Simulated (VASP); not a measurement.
Here is a VASP 6.6.1 calculation.

File INCAR:

```
ALGO = Normal
EDIFF = 1E-7
ENCUT = 520
GGA = PE
ISIF = 2
ISMEAR = 0
LASPH = T
LCHARG = F
LREAL = Auto
LWAVE = F
NBANDS = 56
NELM = 60
PREC = Accurate
SIGMA = 0.05
```

KPOINTS

```
k-points
0
Gamma
  2 2 1
```

Contents of POSCAR:

```
H2C18O
1.0
    7.3980000000      0.0000000000      0.0000000000
   -3.6990000000      6.4068560000      0.0000000000
    0.0000000000      0.0000000000     11.0000000000
C O H
18 1 2
Direct
    0.0092712281      0.0010796429      0.0652731532
    0.2341217863      0.1135227607      0.0653233290
    0.0110618360      0.3367344789      0.0652233471
    0.2324532316      0.4474523175      0.0652376780
    0.0115708994      0.6683235331      0.0652723711
    0.2318868177      0.7784272918      0.0653398643
    0.3442562128      0.0032810342      0.0654652080
    0.5658302115      0.1140626388      0.0655407874
    0.3449056820      0.3350398619      0.0652487318
    0.5652946846      0.4452698936      0.0652696804
    0.3426520032      0.6677618461      0.0652906693
    0.5675313958      0.7801819609      0.0652938634
    0.6783257423      0.0015991465      0.0653599862
    0.8986433652      0.1118535630      0.0652591059
    0.6760938678      0.3345780612      0.0653836653
    0.9009720656      0.4469506598      0.0652508958
    0.6777442142      0.6700824909      0.0652641327
    0.8991463812      0.7807543992      0.0652875102
    0.6382275718      0.2420061483      0.3950095416
    0.5384358137      0.2701614317      0.4354587183
    0.5836832894      0.2030505390      0.3130388608
```

Potentials or basis: VASP PAW PBE potentials, release 64 (C, O, H).

The run is started by

```console
$ cat potpaw_PBE.64/C/POTCAR potpaw_PBE.64/O/POTCAR potpaw_PBE.64/H/POTCAR > POTCAR
$ mpirun -np 1 vasp_std > vasp.out
```

(1) Predict the band gap on the k mesh.

(2) Predict the largest force.

Answers

(1) 0.21 eV, direct.

(2) 0.132 eV/Å.

Caveat: the k points lie up to 0.49 Å⁻¹ apart.
